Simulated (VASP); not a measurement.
Crystal: Al.

```xyz
1
Lattice="0.0000 2.0248 2.0248 2.0248 0.0000 2.0248 2.0248 2.0248 0.0000" Properties=species:S:1:pos:R:3 pbc="T T T"
Al    0.0000    0.0000    0.0000
```

```yaml
Program: VASP 6.6.1
Task: relaxation of volume and atoms at fixed shape
Functional: PBEsol
Potentials_or_basis: VASP PAW PBE potentials, release 64 (Al)
Cutoff: 600 eV
k_mesh: 20 × 20 × 20
Occupations: methfessel-paxton, width 0.1 eV
Spin: no spin polarisation
```

At the start: pressure -2.0 GPa; volume 16.60 Å³/atom.

How do energy, volume and symmetry change on relaxing?

Over 3 steps the energy falls by 2.6 meV/atom and the volume is 16.18 Å³/atom (-2.5 %); space group Fm-3m (No. 225, to 0.1 Å) before and after.

Step by step:
```
step  energy change (eV)  largest force (eV/Å)  pressure (GPa)  volume (Å³)
   1              0.0000                0.0000           -1.96        16.60
   2             -0.0026                0.0000            0.32        16.12
   3             -0.0026                0.0000            0.00        16.18
```

Final structure:
```
Al
1.0
     0.00000    2.00760    2.00760
     2.00760    0.00000    2.00760
     2.00760    2.00760    0.00000
Al
1
Direct
  0.00000 0.00000 0.00000
```

Caveat: the PAW data sets were made with another functional, which shifts forces and pressure a little.
